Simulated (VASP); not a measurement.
Wanted: the native input for a VASP 6.6.1 run.

```yaml
Task: single point
Functional: revPBE
Potentials_or_basis: VASP PAW PBE potentials, release 64 (Sb)
Cutoff: 520 eV
k_mesh: 12 × 12 × 7
Occupations: fermi-dirac, width 0.1 eV
Spin: no spin polarisation
Dipole_correction: no
Further_INCAR_settings: ALGO = Normal; EDIFF = 1e-06; NBANDS = 12
```

The structure of Sb lies in POSCAR:

```
Sb
1.0
    3.4304959249      0.0000000000      0.0000000000
   -1.7152479625      2.9708966186      0.0000000000
    0.0000000000      0.0000000000      5.6829833129
Sb
2
Direct
    0.3333333333      0.6666666667      0.2500000000
    0.6666666667      0.3333333333      0.7500000000
```

This cell differs from its parent crystal: volume scaled by 1.04.

One way to write it, as run:

INCAR

```
PREC     = Accurate       # precision mode
ENCUT    = 520            # plane-wave cutoff, eV
EDIFF    = 1E-6           # SCF threshold, eV
ISMEAR   = -1             # smearing method
SIGMA    = 0.1            # smearing width, eV
LREAL    = False          # projectors in reciprocal space
LASPH    = True           # aspherical terms in the spheres
NELM     = 80             # most SCF steps
ALGO     = Normal         # electronic algorithm
ISIF     = 2              # what is computed and relaxed
LWAVE    = False          # write WAVECAR
LCHARG   = True           # write CHGCAR
GGA      = RE             # functional
LELF     = True           # ELF
LVHAR    = True         
NBANDS   = 12             # bands
```

KPOINTS

```
Automatic mesh
0
Gamma
  12 12 7
```

Potentials or basis: VASP PAW PBE potentials, release 64 (Sb).

Run with:

```bash
$ cat potpaw_PBE.64/Sb/POTCAR > POTCAR
$ mpirun -np 1 vasp_std > vasp.out
```

Results of the run:

| Quantity | Value |
| --- | --- |
| Pressure | -2.0 GPa |
| Band gap on the k mesh | zero (band 5 reaches 11.62 eV, above the bottom of band 6 at 5.04 eV) |

Caveat: the PAW data sets were made with another functional, which shifts forces and pressure a little; spin-orbit coupling is left out, which moves the levels of the heavy elements.

It took 26 s on 1 thread of AMD EPYC 9R14 (Zen 4) (shared host), peak memory 0.16 GiB.
